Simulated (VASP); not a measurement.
# PtSe2 (Sudovikovite) (P-3m1) in VASP: further runs, part 2 of 2

VASP 6.6.1. Earlier steps stand in the parts before.

**3. Single point, PBEsol+U**

File INCAR:

```
ALGO = Normal
EDIFF = 1E-6
ENCUT = 520
GGA = PS
ISIF = 2
ISMEAR = -1
LASPH = True
LCHARG = False
LDAU = True
LDAUJ = 0 0
LDAUL = 2 -1
LDAUPRINT = 1
LDAUTYPE = 2
LDAUU = 2 0
LMAXMIX = 4
LREAL = False
LWAVE = False
NBANDS = 18
NELM = 150
PREC = Accurate
SIGMA = 0.05
```

File KPOINTS:

```
k-points
0
Gamma
  8 8 5
```

File POSCAR:

```
PtSe2
1.0
    3.7240000000      0.0000000000      0.0000000000
   -1.8620000000      3.2250786037      0.0000000000
    0.0000000000      0.0000000000      5.0620000000
Pt Se
1 2
Direct
    0.0000000000      0.0000000000      0.0000000000
    0.6666666667      0.3333333333      0.7500000000
    0.3333333333      0.6666666667      0.2500000000
```

Potentials or basis: VASP PAW PBE potentials, release 64 (Pt, Se).

Started as:

```sh
$ cat potpaw_PBE.64/Pt/POTCAR potpaw_PBE.64/Se/POTCAR > POTCAR
$ mpirun -np 1 vasp_std > vasp.out
```

OUTCAR:

```text
EDIFF = 1E-6
   ENCUT = 520
   GGA = PS
   ISIF = 2
   ISMEAR = -1
   LASPH = True
   LREAL = False
   NELM = 150
   PREC = Accurate

 ion  position               nearest neighbor table
   1  0.000  0.000  0.000-   2 2.49   3 2.49   2 2.49   3 2.49   2 2.49   3 2.49
   2  0.667  0.333  0.750-   1 2.49   1 2.49   1 2.49
   3  0.333  0.667  0.250-   1 2.49   1 2.49   1 2.49

  LATTYP: Found a hexagonal cell.
 ALAT       =     3.7240000000
 C/A-ratio  =     1.3592910849

  Lattice vectors:
[... 731 lines left out ...]

  FORCE on cell =-STRESS in cart. coord.  units (eV):
  Direction    XX          YY          ZZ          XY          YZ          ZX
  --------------------------------------------------------------------------------------
  -------------------------------------------------------------------------------------
  Total        0.4986255      0.4986255      0.2036296      0.0000000      0.0000000      0.0000000
  in kB       13.1405315     13.1405315      5.3663555      0.0000000      0.0000000      0.0000000
  external PRESSURE =      10.5491395 kB  Pullay stress =       0.0000000 kB

 VOLUME and BASIS-vectors are now :
 -----------------------------------------------------------------------------
  energy-cutoff  :      520.00
  volume of cell :       60.80
      direct lattice vectors                 reciprocal lattice vectors
     3.724000000  0.000000000  0.000000000     0.268528464  0.155034981  0.000000000
    -1.862000000  3.225078604  0.000000000     0.000000000  0.310069962  0.000000000
     0.000000000  0.000000000  5.062000000     0.000000000  0.000000000  0.197550375

 POSITION                                       TOTAL-FORCE (eV/Angst)
 -----------------------------------------------------------------------------------
      0.00000      0.00000      0.00000        -0.000000      0.000000      0.000000
      1.86200      1.07503      3.79650         0.000000     -0.000000     -0.269427
     -0.00000      2.15005      1.26550        -0.000000      0.000000      0.269427
 -----------------------------------------------------------------------------------
    total drift:                               -0.000000     -0.000000     -0.000000

  FREE ENERGIE OF THE ION-ELECTRON SYSTEM (eV)
  ---------------------------------------------------
  free  energy   TOTEN  =       -14.4866027436 eV

  energy  without entropy=      -14.4798075421  energy(sigma->0) =      -14.48320514
```

OSZICAR:

```text
N       E                     dE             d eps       ncg     rms          rms(c)
DAV:   1     0.109570439936E+03    0.10957E+03   -0.99977E+03  1456   0.107E+03
DAV:   2    -0.101155054304E+02   -0.11969E+03   -0.11590E+03  1794   0.212E+02
DAV:   3    -0.149840179046E+02   -0.48685E+01   -0.48366E+01  1702   0.425E+01
DAV:   4    -0.150195320406E+02   -0.35514E-01   -0.35502E-01  1804   0.401E+00
DAV:   5    -0.150198970369E+02   -0.36500E-03   -0.36499E-03  1700   0.390E-01    0.145E+01
DAV:   6    -0.146072268340E+02    0.41267E+00   -0.27598E+00  1498   0.155E+01    0.740E+00
DAV:   7    -0.145084880719E+02    0.98739E-01   -0.56418E-01  1484   0.729E+00    0.383E+00
DAV:   8    -0.144866651302E+02    0.21823E-01   -0.54053E-02  1594   0.224E+00    0.610E-01
DAV:   9    -0.144865248312E+02    0.14030E-03   -0.83814E-03  1610   0.732E-01    0.199E-01
DAV:  10    -0.144866171029E+02   -0.92272E-04   -0.12751E-03  1676   0.285E-01    0.695E-02
DAV:  11    -0.144866020360E+02    0.15067E-04   -0.77562E-05  1654   0.873E-02    0.270E-02
DAV:  12    -0.144866027436E+02   -0.70760E-06   -0.95692E-06  1600   0.212E-02
   1 F= -.14486603E+02 E0= -.14483205E+02  d E =-.679520E-02
```

stdout:

```text
POSCAR found type information on POSCAR PtSe
 POSCAR found :  2 types and       3 ions
 scaLAPACK will be used
 -----------------------------------------------------------------------------
|                                                                             |
|                                                                             |
|     You enforced a specific xc type in the INCAR file but a different       |
|     I HOPE YOU KNOW WHAT YOU ARE DOING!                                     |
|                                                                             |
 -----------------------------------------------------------------------------

 LDA part: xc-table for (Slater+PW92), standard interpolation
 POSCAR, INCAR and KPOINTS ok, starting setup
 FFT: planning ... GRIDC
 FFT: planning ... GRID_SOFT
 FFT: planning ... GRID
 WAVECAR not read
 entering main loop
```

Run time: 14 s. Hardware: 1 thread of Intel Xeon 6975P-C (Granite Rapids), shared host; peak memory 0.2 GiB.

Results:

```yaml
Free_energy: -14.4866 eV
Pressure: 1.1 GPa
Largest_force: 0.269 eV/Å
Band_gap_on_the_k_mesh: zero (band 11 reaches 6.77 eV, above the bottom of band 12 at 6.38 eV)
```

Forces in eV/Å, atoms in the order of the input:
```
Pt   0.000  0.000  0.000
Se   0.000  0.000 -0.269
Se   0.000  0.000  0.269
```

Stress tensor (GPa, compression positive):
```
1.31 0.00 0.00
0.00 1.31 0.00
0.00 0.00 0.54
```

Eigenvalues of the final occupation matrices:
```csv
site,spin,trace,eigenvalues
site 1 d,1,4.12,0.70 0.70 0.90 0.91 0.91
site 1 d,2,4.12,0.70 0.70 0.90 0.91 0.91
```

Caveat: the PAW data sets were made with another functional, which shifts forces and pressure a little; spin-orbit coupling is left out, which moves the levels of the heavy elements; U without spin polarisation on a metal has little footing.
